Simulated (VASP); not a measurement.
# Cr (P6/mmm) in VASP: notebook

Runs on Cr. Level: LDA. Tasks: single point.

Everything below comes from runs of VASP 6.6.1. Logs are shortened: lines on timing, memory, paths and dates and some standing lists are left out, and cuts for length are marked.

## Step 1: The cell of the first run

The structure is hexagonal, space group P6/mmm (No. 191). The conventional cell has a = 4.206 Å, b = 4.206 Å, c = 2.259 Å, α = 90.00°, β = 90.00°, γ = 120.00°. Within 3.0 Å of Cr (site symmetry 6/mmm) lie 14 Cr at 2.26 to 2.68 Å. Cr (site symmetry -6m2) has 11 Cr at 2.26 to 2.68 Å within 3.0 Å.

This isn't the form of Cr at room conditions, which is bcc.

## Step 2: Single point, LDA (11.54 Å³/atom)

The input, INCAR:

```
PREC = Accurate ; ENCUT = 520
EDIFF = 1E-7 ; ISMEAR = -1
SIGMA = 0.1 ; LREAL = False
LASPH = True ; NELM = 100
ALGO = Normal ; ISIF = 2
LWAVE = False ; LCHARG = False
GGA = CA ; NBANDS = 25
```

The input, KPOINTS:

```
regular mesh
0
Gamma
  10 10 16
```

The input, POSCAR:

```
Cr
1.0
    4.2061349001      0.0000000000      0.0000000000
   -2.1030674501      3.6426196753      0.0000000000
    0.0000000000      0.0000000000      2.2593862048
Cr
3
Direct
    1.0000000000      0.0000000000      0.0000000000
    0.3333333333      0.6666666667      0.5000000000
    0.6666666667      0.3333333333      0.5000000000
```

Potentials or basis: VASP PAW LDA potentials, release 64 (Cr_pv).

Command:

```sh
$ cat potpaw_LDA.64/Cr_pv/POTCAR > POTCAR
$ mpirun -np 1 vasp_std > vasp.out
```

OUTCAR:

```text
PREC = Accurate
   ENCUT = 520
   EDIFF = 1E-7
   ISMEAR = -1
   LREAL = False
   LASPH = True
   NELM = 100
   ISIF = 2
   GGA = CA

 ion  position               nearest neighbor table
   1  0.000  0.000  0.000-   2 2.68   3 2.68   2 2.68   3 2.68   3 2.68   3 2.68   2 2.68   2 2.68
                             3 2.68   3 2.68   2 2.68   2 2.68
   2  0.333  0.667  0.500-   3 2.43   3 2.43   3 2.43   1 2.68   1 2.68   1 2.68   1 2.68   1 2.68
                             1 2.68
   3  0.667  0.333  0.500-   2 2.43   2 2.43   2 2.43   1 2.68   1 2.68   1 2.68   1 2.68   1 2.68
                             1 2.68

  LATTYP: Found a hexagonal cell.
 ALAT       =     4.2061349001
 C/A-ratio  =     0.5371644653

  Lattice vectors:

 A1 = (   4.2061349001,   0.0000000000,   0.0000000000)
 A2 = (  -2.1030674501,   3.6426196753,   0.0000000000)
 A3 = (   0.0000000000,   0.0000000000,   2.2593862048)

Analysis of symmetry for initial positions (statically):
=====================================================================
 Subroutine PRICEL returns:
 Original cell was already a primitive cell.

 Routine SETGRP: Setting up the symmetry group for a
 hexagonal supercell.

 Subroutine GETGRP returns: Found 24 space group operations
 (whereof 24 operations were pure point group operations)
 out of a pool of 24 trial point group operations.

The static configuration has the point symmetry D_6h.

Analysis of symmetry for dynamics (positions and initial velocities):
=====================================================================
 Subroutine PRICEL returns:
 Original cell was already a primitive cell.

 Routine SETGRP: Setting up the symmetry group for a
 hexagonal supercell.

 Subroutine GETGRP returns: Found 24 space group operations
 (whereof 24 operations were pure point group operations)
 out of a pool of 24 trial point group operations.

The dynamic configuration has the point symmetry D_6h.

 Subroutine INISYM returns: Found 24 space group operations
 (whereof 24 operations are pure point group operations),
 and found     1 'primitive' translations

----------------------------------------------------------------------------------------

                                     Primitive cell

  volume of cell :      34.6168

  direct lattice vectors                    reciprocal lattice vectors
     4.206134900  0.000000000  0.000000000     0.237747962  0.137263850  0.000000000
    -2.103067450  3.642619675  0.000000000     0.000000000  0.274527700  0.000000000
     0.000000000  0.000000000  2.259386205     0.000000000  0.000000000  0.442598082

  length of vectors
     4.206134900  4.206134900  2.259386205     0.274527700  0.274527700  0.442598082

  position of ions in fractional coordinates (direct lattice)
     0.000000000  0.000000000  0.000000000
     0.333333333  0.666666667  0.500000000
     0.666666667  0.333333333  0.500000000

  ion indices of the primitive-cell ions
   primitive index   ion index
                 1           1
                 2           2
                 3           3

----------------------------------------------------------------------------------------

 KPOINTS: regular mesh

Automatic generation of k-mesh.
 Grid dimensions read from file:
 generate k-points for:   10   10   16

 Generating k-lattice:

  Cartesian coordinates                     Fractional coordinates (reciprocal lattice)
     0.023774796  0.013726385  0.000000000     0.100000000  0.000000000  0.000000000
     0.000000000  0.027452770  0.000000000     0.000000000  0.100000000  0.000000000
     0.000000000  0.000000000  0.027662380     0.000000000  0.000000000  0.062500000

  Length of vectors
     0.027452770  0.027452770  0.027662380

  Shift w.r.t. Gamma in fractional coordinates (k-lattice)
     0.000000000  0.000000000  0.000000000

 Subroutine IBZKPT returns following result:
 ===========================================

 Found    126 irreducible k-points:

 Following reciprocal coordinates:
            Coordinates               Weight
  0.000000  0.000000  0.000000      1.000000
  0.100000 -0.000000  0.000000      6.000000
  0.200000 -0.000000  0.000000      6.000000
  0.300000 -0.000000  0.000000      6.000000
  0.400000  0.000000  0.000000      6.000000
  0.500000  0.000000  0.000000      3.000000
[... 16 lines left out ...]
  0.300000  0.100000  0.062500     24.000000
  0.400000  0.100000  0.062500     24.000000
 [... further k-points ...]
   k-points           NKPTS =    126   k-points in BZ     NKDIM =    126   number of bands    NBANDS=     25
   number of dos      NEDOS =    301   number of ions     NIONS =      3
   total plane-waves  NPLWV =  18432
   dimension x,y,z NGX =    32 NGY =   32 NGZ =   18
   dimension x,y,z NGXF=    64 NGYF=   64 NGZF=   36
   ions per type =               3
   NGX,Y,Z   is equivalent  to a cutoff of  12.65, 12.65, 13.24 a.u.
   NGXF,Y,Z  is equivalent  to a cutoff of  25.30, 25.30, 26.49 a.u.
 SYSTEM =  unknown system
   PREC   = accura    normal or accurate (medium, high low for compatibility)
   ISTART =      0    job   : 0-new  1-cont  2-samecut
   ICHARG =      2    charge: 1-file 2-atom 10-const
   ISPIN  =      1    spin polarized calculation?
   LNONCOLLINEAR =      F non collinear calculations
   LSORBIT =      F    spin-orbit coupling
   LASPH  =      T    aspherical Exc in radial PAW
   ENCUT  =  520.0 eV  38.22 Ry    6.18 a.u.   7.82  7.82  4.20*2*pi/ulx,y,z
   NELM   =    100;   NELMIN=  2; NELMDL= -5     # of ELM steps
   EDIFF  = 0.1E-06   stopping-criterion for ELM
   LREAL  =      F    real-space projection
   EDIFFG = 0.1E-05   stopping-criterion for IOM
   NSW    =      0    number of steps for IOM
   IBRION =     -1    ionic relax: 0-MD 1-quasi-New 2-CG
   NFREE  =      0    steps in history (QN), initial steepest desc. (CG)
   ISIF   =      2    stress and relaxation
   ISYM   =      2    0-nonsym 1-usesym 2-fastsym
   POTIM  = 0.5000    time-step for ionic-motion
   TEBEG  =    0.0;   TEEND  =   0.0 temperature during run
   PSTRESS=    0.0 pullay stress
   NELECT =      36.0000    total number of electrons
   NUPDOWN=      -1.0000    fix difference up-down
   EMIN   =  10.00;   EMAX   =-10.00  energy-range for DOS
   EFERMI =   0.00;   METHOD = LEGACY
   ISMEAR =    -1;   SIGMA  =   0.10  broadening in eV -4-tet -1-fermi 0-gaus
   EFERMI_NEDOS =   21; number of points for ismear=-14 and -15
   IALGO  =     38    algorithm
   IMIX   =      4    mixing-type and parameters
     AMIX     =   0.40;   BMIX     =  1.00
     AMIX_MAG =   1.60;   BMIX_MAG =  1.00
  volume/ion in A,a.u.               =      11.54        77.87
  Fermi-wavevector in a.u.,A,eV,Ry     =   1.658618  3.134334 37.429835  2.751015
  Thomas-Fermi vector in A             =   2.746168
   LORBIT       =      0    0 simple, 1 ext, 2 COOP (PROOUT), +10 PAW based schemes
   GGA     = CA    functional components
   LHFCALC =     F    Hartree Fock is set to
   AEXX    =    0.0000 exact exchange contribution
   IVDW    =     0    specifies the selected vdW correction
   LEPSILON=     F    determine dielectric tensor
   LRPA    =     F    only Hartree local field effects (RPA)
 non-spin polarized calculation
  energy-cutoff  :      520.00
  volume of cell :       34.62
 maximum number of plane-waves:       956
 NGX is ok and might be reduce to    32
   NGX = 15   NGY = 15   NGZ =  9

 number of electron      35.9999999 magnetization

 Free energy of the ion-electron system (eV)
  ---------------------------------------------------
  ext. energy  EPLUGINS =         0.00000000
  ---------------------------------------------------
  free energy    TOTEN  =       -30.88853684 eV

  energy without entropy =      -30.73977891  energy(sigma->0) =      -30.81415788

 E-fermi :  10.7332     XC(G=0): -13.9748

 val. band max:       10.7298179459   @ k =   0.3000   0.1000   0.1875
 cond. band min:      10.7339806575   @ k =   0.1000   0.1000   0.4375
 fundamental gap:      0.0041627116
 Fermi energy:        10.7331838518

 k-point     1 :       0.0000    0.0000    0.0000
  band No.  band energies     occupation
      1     -32.0453      2.00000
      2     -32.0453      2.00000
      3     -32.0197      2.00000
      4     -32.0197      2.00000
      5     -31.4319      2.00000
      6     -31.4319      2.00000
[... 17 lines left out ...]
     24      13.4466      0.00000
     25      13.4466      0.00000

 k-point     2 :       0.1000   -0.0000    0.0000
  band No.  band energies     occupation
      1     -32.1135      2.00000
      2     -32.1008      2.00000
      3     -31.9470      2.00000
      4     -31.9391      2.00000
      5     -31.4579      2.00000
      6     -31.4360      2.00000
[... 17 lines left out ...]
     24      13.3730      0.00000
     25      13.4337      0.00000

 k-point     3 :       0.2000   -0.0000    0.0000
  band No.  band energies     occupation
      1     -32.1825      2.00000
      2     -32.1284      2.00000
      3     -31.8651      2.00000
      4     -31.8433      2.00000
      5     -31.5284      2.00000
      6     -31.4480      2.00000
[... 17 lines left out ...]
     24      13.1701      0.00000
     25      13.3942      0.00000

 k-point     4 :       0.3000   -0.0000    0.0000
  band No.  band energies     occupation
      1     -32.2362      2.00000
      2     -32.1100      2.00000
      3     -31.7921      2.00000
      4     -31.7818      2.00000
      5     -31.6110      2.00000
      6     -31.4662      2.00000
[... 17 lines left out ...]
     24      12.9000      0.00000
     25      13.3270      0.00000

 k-point     5 :       0.4000    0.0000    0.0000
  band No.  band energies     occupation
      1     -32.2702      2.00000
      2     -32.0469      2.00000
      3     -31.8328      2.00000
      4     -31.7378      2.00000
      5     -31.6253      2.00000
      6     -31.4855      2.00000
[... 17 lines left out ...]
     24      13.0052      0.00000
     25      13.2064      0.00000

 k-point     6 :       0.5000    0.0000    0.0000
  band No.  band energies     occupation
      1     -32.2818      2.00000
      2     -31.9654      2.00000
      3     -31.9264      2.00000
      4     -31.7166      2.00000
      5     -31.6141      2.00000
      6     -31.4947      2.00000
[... 17 lines left out ...]
     24      13.0588      0.00000
     25      13.0625      0.00000
[... 393 lines left out ...]
 k-point    21 :       0.1000    0.1000    0.0625
  band No.  band energies     occupation
      1     -32.1420      2.00000
      2     -32.1307      2.00000
      3     -31.8755      2.00000
      4     -31.8658      2.00000
      5     -31.5051      2.00000
      6     -31.4405      2.00000
[... 17 lines left out ...]
     24      13.1175      0.00000
     25      13.3038      0.00000

 k-point    22 :       0.2000    0.1000    0.0625
  band No.  band energies     occupation
      1     -32.1896      2.00000
      2     -32.1353      2.00000
      3     -31.8146      2.00000
      4     -31.7846      2.00000
      5     -31.5850      2.00000
      6     -31.4532      2.00000
[... 17 lines left out ...]
     24      12.8565      0.00000
     25      13.2475      0.00000

 k-point    23 :       0.3000    0.1000    0.0625
  band No.  band energies     occupation
      1     -32.2284      2.00000
      2     -32.0935      2.00000
      3     -31.8108      2.00000
      4     -31.7306      2.00000
      5     -31.6318      2.00000
      6     -31.4690      2.00000
[... 17 lines left out ...]
     24      12.8908      0.00000
     25      13.1602      0.00000

 k-point    24 :       0.4000    0.1000    0.0625
  band No.  band energies     occupation
      1     -32.2491      2.00000
      2     -32.0126      2.00000
      3     -31.9037      2.00000
      4     -31.7005      2.00000
      5     -31.6180      2.00000
      6     -31.4812      2.00000
[... 17 lines left out ...]
     24      13.0362      0.00000
     25      13.1144      0.00000

 [... further k-points ...]
[... 5 lines left out ...]
  --------------------------------------------------------------------------------------
  -------------------------------------------------------------------------------------
  Total       -2.1321042     -2.1321042     -2.1130595      0.0000000     -0.0000000     -0.0000000
  in kB      -98.6805397    -98.6805397    -97.7990887      0.0000000     -0.0000000     -0.0000000
  external PRESSURE =     -98.3867227 kB  Pullay stress =       0.0000000 kB

 VOLUME and BASIS-vectors are now :
 -----------------------------------------------------------------------------
  energy-cutoff  :      520.00
  volume of cell :       34.62
      direct lattice vectors                 reciprocal lattice vectors
     4.206134900  0.000000000  0.000000000     0.237747962  0.137263850  0.000000000
    -2.103067450  3.642619675  0.000000000     0.000000000  0.274527700  0.000000000
     0.000000000  0.000000000  2.259386205     0.000000000  0.000000000  0.442598082

 POSITION                                       TOTAL-FORCE (eV/Angst)
 -----------------------------------------------------------------------------------
      0.00000      0.00000      0.00000         0.000000      0.000000      0.000000
     -0.00000      2.42841      1.12969        -0.000000      0.000000     -0.000000
      2.10307      1.21421      1.12969         0.000000     -0.000000      0.000000
 -----------------------------------------------------------------------------------
    total drift:                               -0.000000      0.000000      0.000000

  FREE ENERGIE OF THE ION-ELECTRON SYSTEM (eV)
  ---------------------------------------------------
  free  energy   TOTEN  =       -30.8885368440 eV

  energy  without entropy=      -30.7397789133  energy(sigma->0) =      -30.81415788
```

Wall time 2.6 min (1 thread of AMD EPYC 7R43 (Zen 3), shared host); peak memory 0.15 GiB.

Results:

```yaml
Free_energy: -30.8885 eV
Pressure: -9.8 GPa
Band_gap_on_the_k_mesh: zero (bands 18 and 19 overlap by 0.91 eV)
```

Levels at points of the mesh, in eV from the Fermi level:
```
           k point  band 15  band 16  band 17  band 18  band 19  band 20  band 21  band 22
(0.00, 0.00, 0.00)    -2.11    -2.11    -1.92    -0.38    -0.38     1.36     1.36     1.42
(0.50, 0.00, 0.00)    -2.06    -1.88    -1.71     0.53     0.79     1.37     1.50     1.56
(0.00, 0.00, 0.50)    -1.56    -1.01    -1.01     0.08     0.08     1.56     1.56     2.00
(0.50, 0.00, 0.50)    -1.44    -1.37    -0.19    -0.11     0.88     1.05     1.54     1.62
```

Caveat: the cell stands under tension; the run has no spin polarisation, though such a crystal can be magnetic. Spin polarisation is off, so any magnetic state and its effect on volume and gap are missing.

## Step 3: Single point, LDA (11.98 Å³/atom)

This run uses another cell than the first one, of 11.98 Å³/atom.

The input, INCAR:

```
SYSTEM = Cr
PREC     = Accurate       ! precision mode
ENCUT    = 520            ! plane-wave cutoff, eV
EDIFF    = 1E-6           ! SCF threshold, eV
ISMEAR   = -1             ! smearing method
SIGMA    = 0.1            ! smearing width, eV
LREAL    = .False.        ! projectors in reciprocal space
LASPH    = .True.         ! aspherical terms in the spheres
NELM     = 100            ! most SCF steps
ALGO     = Normal         ! electronic algorithm
ISIF     = 2              ! what is computed and relaxed
LWAVE    = .False.        ! write WAVECAR
LCHARG   = .True.         ! write CHGCAR
LELF     = .True.         ! ELF
LVHAR    = .True.       
NBANDS   = 25             ! bands
```

The input, KPOINTS:

```
regular mesh
0
Gamma
  10 10 16
  0 0 0
```

The input, POSCAR:

```
Cr
1.0
    4.2593827668      0.0000000000      0.0000000000
   -2.1296913834      3.6887336805      0.0000000000
    0.0000000000      0.0000000000      2.2879890666
Cr
3
Direct
    1.0000000000      0.0000000000      0.0000000000
    0.3333333333      0.6666666667      0.5000000000
    0.6666666667      0.3333333333      0.5000000000
```

Potentials or basis: VASP PAW LDA potentials, release 64 (Cr_pv).

Command:

```sh
$ cat potpaw_LDA.64/Cr_pv/POTCAR > POTCAR
$ mpirun -np 1 vasp_std > vasp.out
```

Wall time 2.4 min (1 thread of AMD EPYC 7R43 (Zen 3), shared host); peak memory 0.16 GiB.

Results (log left out):

| Quantity | Value |
| --- | --- |
| Free energy | -30.7725 eV |
| Pressure | -17.9 GPa |
| Band gap on the k mesh | zero (bands 18 and 19 overlap by 0.81 eV) |

Stress tensor (GPa, compression positive):
```
-17.61   0.00   0.00
  0.00 -17.61   0.00
  0.00   0.00 -18.39
```

Levels at points of the mesh, in eV from the Fermi level:
| k point | band 14 | band 15 | band 16 | band 17 | band 18 | band 19 | band 20 | band 21 | band 22 | band 23 |
| --- | --- | --- | --- | --- | --- | --- | --- | --- | --- | --- |
| (0.00, 0.00, 0.00) | -2.09 | -2.02 | -2.02 | -1.83 | -0.35 | -0.35 | 1.30 | 1.30 | 1.35 | 1.35 |
| (0.50, 0.00, 0.00) | -2.39 | -1.95 | -1.79 | -1.61 | 0.46 | 0.76 | 1.30 | 1.43 | 1.49 | 1.71 |
| (0.00, 0.00, 0.50) | -2.39 | -1.54 | -0.95 | -0.95 | 0.07 | 0.07 | 1.49 | 1.49 | 1.90 | 1.90 |
| (0.50, 0.00, 0.50) | -1.90 | -1.36 | -1.29 | -0.18 | -0.10 | 0.83 | 0.97 | 1.46 | 1.55 | 2.50 |

Caveat: the cell stands under tension; the run has no spin polarisation, though such a crystal can be magnetic.

(Continued in part 2 of 2.)
